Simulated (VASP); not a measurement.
Sr2VNiO6: single point with PBE

Crystal: Sr2VNiO6.

```
CELL_PARAMETERS angstrom
0.00000 5.54366 0.00000
5.54366 0.00000 0.00000
2.77183 2.77183 -3.94698
ATOMIC_POSITIONS crystal
O 0.22700 0.28900 0.00000
O 0.28900 0.77300 0.00000
O 0.77300 0.71100 0.00000
O 0.71100 0.22700 0.00000
O 0.25500 0.25500 0.49000
O 0.74500 0.74500 0.51000
V 0.50000 0.50000 0.00000
Sr 0.75000 0.25000 0.50000
Sr 0.25000 0.75000 0.50000
Ni 0.00000 0.00000 0.00000
```

- Program: VASP 6.6.1
- Task: single point
- Functional: PBE
- Potentials or basis: VASP PAW PBE potentials, release 64 (O, V_sv, Sr_sv, Ni)
- Cutoff: 700 eV
- k mesh: 5 × 5 × 5, shifted
- Occupations: gaussian, width 0.05 eV
- Spin: no spin polarisation

```
Pressure               : -7.9 GPa
Largest force          : 0.258 eV/Å
Band gap on the k mesh : zero (an odd number of electrons rules out a gap without spin polarisation)
```

Forces in eV/Å, atoms in the order of the input:
```
O   -0.244 -0.082  0.000
O    0.059 -0.204  0.000
O    0.244  0.082  0.000
O   -0.059  0.204  0.000
O    0.000  0.000  0.032
O    0.000  0.000 -0.032
V    0.000  0.000  0.000
Sr   0.000  0.000 -0.002
Sr   0.000  0.000  0.002
Ni   0.000  0.000  0.000
```

Stress tensor (GPa, compression positive):
```
-8.24 -0.07  0.00
-0.07 -8.20  0.00
 0.00  0.00 -7.40
```

Levels at points of the mesh, in eV from the Fermi level:
| k point | band 35 | band 36 | band 37 | band 38 | band 39 | band 40 | band 41 | band 42 | band 43 | band 44 |
| --- | --- | --- | --- | --- | --- | --- | --- | --- | --- | --- |
| (0.50, 0.50, 0.50) | -1.42 | -1.37 | -0.76 | -0.62 | -0.50 | -0.45 | 0.03 | 1.18 | 1.65 | 1.65 |

Wall time 7.7 min on 4 MPI ranks on AMD EPYC 7R43 64-Core Processor (Zen 3), on a shared host, peak memory 0.36 GiB a rank.

Caveat: the cell stands under tension; an odd number of electrons without spin polarisation forces a metal; a magnetic or distorted state may lie lower; the run has no spin polarisation, though such a crystal can be magnetic; semilocal functionals often make such compounds metallic where correlation or magnetic order opens a gap, which also shifts bond lengths. With open d or f shells a metallic result of PBE can be an artefact of self-interaction; +U or a hybrid may open a gap.
